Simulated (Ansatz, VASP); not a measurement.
Given: the input of a run of VASP 6.6.1 on Ag.

Contents of INCAR:

```
  PREC = Accurate
  ENCUT = 520
  EDIFF = 1E-7
  ISMEAR = -1
  SIGMA = 0.05
  LREAL = F
  LASPH = T
  NELM = 100
  ALGO = Normal
  ISIF = 2
  LWAVE = F
  LCHARG = F
  GGA = PE
  NBANDS = 12
```

File KPOINTS:

```
Automatic mesh
0
Gamma
  11 11 11
```

File POSCAR:

```
Ag
1.0
   -1.6218556592      1.6218556592      1.6218556592
    1.6218556592     -1.6218556592      1.6218556592
    1.6218556592      1.6218556592     -1.6218556592
Ag
1
Direct
    0.0000000000      0.0000000000      0.0000000000
```

Potentials or basis: VASP PAW PBE potentials, release 64 (Ag).

The run is started by

```bash
$ cat potpaw_PBE.64/Ag/POTCAR > POTCAR
$ mpirun -np 1 vasp_std > vasp.out
```

Task: Set up the same calculation for Ansatz 0.2.0. Potentials there: all-electron LAPW, scalar-relativistic.

Result: As run (the cutoff follows the program's own potentials):

input.yaml

```yaml
crystal:
  lattice:
    - [-1.6218556592, 1.6218556592, 1.6218556592]
    - [1.6218556592, -1.6218556592, 1.6218556592]
    - [1.6218556592, 1.6218556592, -1.6218556592]
  atoms:
    - { symbol: Ag, position: [0.0, 0.0, 0.0] }
kpoints:
  mp_grid: { grid: [11, 11, 11] }
scf:
  occupations: { method: fermi_dirac, width: 0.05 }
hamiltonian:
  xc: pbe
  pseudopotentials: { kind: all_electron, lapw: { basis_error: 0.0005 } }
output:
  forces: true
  stress: true
  eigenvalues: true
```

Potentials or basis: all-electron LAPW, scalar-relativistic.

Launch:

```sh
$ ansatz run input.yaml --threads 1 --pin off --max-ram 3072MiB --backend cpu --events-out ev --progress --plain --runs-dir out
```

Both were run:

|  | VASP | Ansatz | Ansatz less VASP |
| --- | --- | --- | --- |
| gap on the k mesh at the Fermi level (eV) | none | none | - |
| pressure (GPa) | 5.3 | 5.5 | +0.16 |

A gap of «none» marks a metal or a gap that the smearing closes. Ansatz ran all-electron here, and VASP with PAW potentials.
